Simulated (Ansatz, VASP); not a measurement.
## Yb: VASP beside Ansatz

```
Yb
1.0
     0.00000    2.70603    2.70603
     2.70603    0.00000    2.70603
     2.70603    2.70603    0.00000
Yb
1
Direct
  0.00000 0.00000 0.00000
```

Change from the starting cell: volume scaled by 0.96.

Alike in both runs: task single point; functional PBEsol; k mesh 8 × 8 × 8; occupations fermi-dirac, width 0.05 eV; collinear spin.

|  | VASP | Ansatz |
| --- | --- | --- |
| version | VASP 6.6.1 | Ansatz 0.2.0 |
| potentials or method | VASP PAW PBE potentials, release 64 (Yb), cutoff 520 eV | all-electron LAPW, scalar-relativistic |

|  | VASP | Ansatz | Ansatz less VASP |
| --- | --- | --- | --- |
| pressure (GPa) | -3.2 | -2.9 | +0.27 |
| net moment per atom (μB) | 0.00 | 0.00 | -0.001 |

VASP's potentials were made for PBE, not for PBEsol. Ansatz ran all-electron here, and VASP with PAW potentials.

Neither program's run includes spin-orbit coupling. Noted on Ansatz's run: the open f shell may have settled in a state that isn't the lowest.
